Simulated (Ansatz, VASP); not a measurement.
## Two plane-wave programs on Ru2C

```
Ru C
1.0
     2.90855    0.00000    0.00000
    -1.45428    2.51888    0.00000
     0.00000    0.00000    4.37069
Ru C
2 1
Direct
  0.66667 0.33333 0.24671
  0.33333 0.66667 0.75329
  0.00000 0.00000 0.50000
```

Change from the starting cell: species swapped into the Cr2C type (P-3m1, No. 164).

Alike in both runs: task relaxation of cell and atoms; functional PBE; k mesh 6 × 6 × 4; occupations gaussian, width 0.1 eV; no spin polarisation.

```csv
,VASP,Ansatz
version,VASP 6.6.1,Ansatz 0.2.0
potentials or method,"VASP PAW PBE potentials, release 64 (Ru_pv, C), cutoff 600 eV","scalar-relativistic, plane waves, PAW"
valence electrons in the cell,32,36
```

VASP gave:

* gap on the k mesh at the Fermi level, each at its own relaxed structure (eV): none
* relaxed volume (Å³/atom): 11.46
* relaxed cell length with the largest relative difference (Å): 4.927

Q: Which values does Ansatz return?

A: gap on the k mesh at the Fermi level, each at its own relaxed structure (eV): none; relaxed volume (Å³/atom): 11.47; relaxed cell length with the largest relative difference (Å): 4.925.

A gap of «none» marks a metal or a gap that the smearing closes. VASP's potentials hold 32 valence electrons a cell and Ansatz's 36, so a difference there can come from the potentials and not from the codes.

The k mesh is coarse, so the values compare programs but aren't converged.
